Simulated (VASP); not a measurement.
Input of a VASP 6.6.1 run:

The input INCAR:

```
SYSTEM = Ni
  PREC = Accurate
  ENCUT = 520
  EDIFF = 1E-6
  ISMEAR = -1
  SIGMA = 0.1
  LREAL = .False.
  LASPH = .True.
  NELM = 80
  ALGO = Normal
  ISIF = 2
  LWAVE = .False.
  LCHARG = .True.
  GGA = B5
  ALDAX = 1.0
  AGGAX = 1.0
  AGGAC = 1.0
  ALDAC = 0.0
  LELF = .True.
  LVHAR = .True.
  NBANDS = 50
```

KPOINTS

```
regular mesh
0
Gamma
  6 6 6
  0 0 0
```

Contents of POSCAR:

```
Ni
1.0
    4.5369555938      0.0000000000      0.0000000000
    0.0000000000      4.5369555938      0.0000000000
    0.0000000000      0.0000000000      4.5369555938
Ni
8
Direct
    0.0000000000      0.0000000000      0.0000000000
    0.5000000000      0.5000000000      0.5000000000
    0.2500000000      1.0000000000      0.5000000000
    0.7500000000      1.0000000000      0.5000000000
    0.5000000000      0.2500000000      0.0000000000
    0.5000000000      0.7500000000      0.0000000000
    1.0000000000      0.5000000000      0.2500000000
    0.0000000000      0.5000000000      0.7500000000
```

Potentials or basis: VASP PAW PBE potentials, release 64 (Ni).

Command:

```bash
$ cat potpaw_PBE.64/Ni/POTCAR > POTCAR
$ mpirun -np 1 vasp_std > vasp.out
```

(1) Predict the pressure.

(2) Estimate the band gap on the k mesh.

## Answers

(1) 0.1 GPa.

(2) zero (bands 40 and 41 overlap by 0.12 eV).

Caveat: the PAW data sets were made with another functional, which shifts forces and pressure a little; the run has no spin polarisation, though such a crystal can be magnetic.
